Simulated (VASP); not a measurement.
Runs of VASP 6.6.1 on MgO (rock salt type). The structure is that of space group Fm-3m (No. 225), or close to it. The cells are those of the table. 

```csv
level,cell,k mesh,smearing,gap on the mesh (eV),pressure (GPa)
r2SCAN,"a = 2.957 Å, angles 60.0°, 2 atoms",14 × 14 × 14,fermi-dirac 0.1 eV,5.82,1.6
r2SCAN,"a = 3.018 Å, angles 60.0°, 2 atoms",14 × 14 × 14,fermi-dirac 0.1 eV,5.21,(a)
PBE,"a = 2.968 Å, angles 60.0°, 2 atoms",44 × 44 × 44,fermi-dirac 0.0612256 eV,(b),5.8
r2SCAN,"a = 3.048 Å, angles 60.0°, 2 atoms",14 × 14 × 14,fermi-dirac 0.1 eV,4.93,(c)
PBE,"a = 2.947 Å, angles 60.0°, 2 atoms",44 × 44 × 44,fermi-dirac 0.0612256 eV,5.04,9.7
r2SCAN,"a = 2.988 Å, angles 60.0°, 2 atoms",14 × 14 × 14,fermi-dirac 0.1 eV,5.51,-3.6
```

Alike in all rows: task single point; potentials or basis VASP PAW PBE potentials, release 64 (Mg, O); no spin polarisation; cutoff (eV) 520.

Task: Estimate the missing entries.

Result: (a) -8.0; (b) 4.83; (c) -11.8.

Caveats: the PAW data sets were made with another functional, which shifts forces and pressure a little (at least some runs); the cell stands under tension (at least some runs); the cell stands under pressure (at least some runs).

A k mesh can miss the band edges.
